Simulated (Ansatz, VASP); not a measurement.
## CsPbCl3: VASP beside Ansatz

Contents of INCAR:

```
PREC = Accurate ; ENCUT = 520
EDIFF = 1E-6 ; ISMEAR = -1
SIGMA = 0.05 ; LREAL = F
LASPH = T ; NELM = 80
ALGO = Normal ; ISIF = 2
LWAVE = F ; LCHARG = T
LELF = T ; LVHAR = T
NBANDS = 30
```

KPOINTS

```
regular mesh
0
Gamma
  5 5 5
```

File POSCAR:

```
CsPbCl3
1.0
    5.6050000000      0.0000000000      0.0000000000
    0.0000000000      5.6050000000      0.0000000000
    0.0000000000      0.0000000000      5.6050000000
Pb Cs Cl
1 1 3
Direct
    0.5000000000      0.5000000000      0.5000000000
    0.0000000000      0.0000000000      0.0000000000
    0.5000000000      0.0000000000      0.5000000000
    0.0000000000      0.5000000000      0.5000000000
    0.5000000000      0.5000000000      0.0000000000
```

File input.yaml:

```yaml
crystal:
  lattice:
    - [5.605, 0.0, 0.0]
    - [0.0, 5.605, 0.0]
    - [0.0, 0.0, 5.605]
  atoms:
    - { symbol: Pb, position: [0.5, 0.5, 0.5] }
    - { symbol: Cs, position: [0.0, 0.0, 0.0] }
    - { symbol: Cl, position: [0.5, 0.0, 0.5] }
    - { symbol: Cl, position: [0.0, 0.5, 0.5] }
    - { symbol: Cl, position: [0.5, 0.5, 0.0] }
hamiltonian:
  xc: lda
  pseudopotentials: { kind: paw }
kpoints:
  mp_grid: { grid: [5, 5, 5] }
  band_path:
    path:
      - [[0.0, 0.0, 0.0], [0.0, 0.5, 0.0], [0.5, 0.5, 0.0], [0.0, 0.0, 0.0], [0.5, 0.5, 0.5], [0.0, 0.5, 0.0]]
      - [[0.5, 0.5, 0.0], [0.5, 0.5, 0.5]]
    npoints: 14
scf:
  occupations: { method: fermi_dirac, width: 0.05 }
  n_extra_bands: 12
output:
  forces: true
  stress: true
  eigenvalues: true
  fatbands: false
```

Alike in both runs: functional LDA; k mesh 5 × 5 × 5; occupations fermi-dirac, width 0.05 eV; no spin polarisation.

|  | VASP | Ansatz |
| --- | --- | --- |
| version | VASP 6.6.1 | Ansatz 0.2.0 |
| potentials or method | VASP PAW LDA potentials, release 64 (Pb_d, Cs_sv, Cl) | Ansatz PAW |
| plane-wave cutoff (eV) | 520 | 420 |
| valence electrons in the cell | 44 | 44 |
| task | single point | band structure |

```csv
,VASP,Ansatz,Ansatz less VASP
gap on the k mesh at the Fermi level (eV),2.78,2.80,+0.020
pressure (GPa),-1.2,-1.3,-0.01
```

LDA's correlation is that of Perdew and Zunger in VASP and of Perdew and Wang (1992) in Ansatz.

Neither program's run includes spin-orbit coupling.
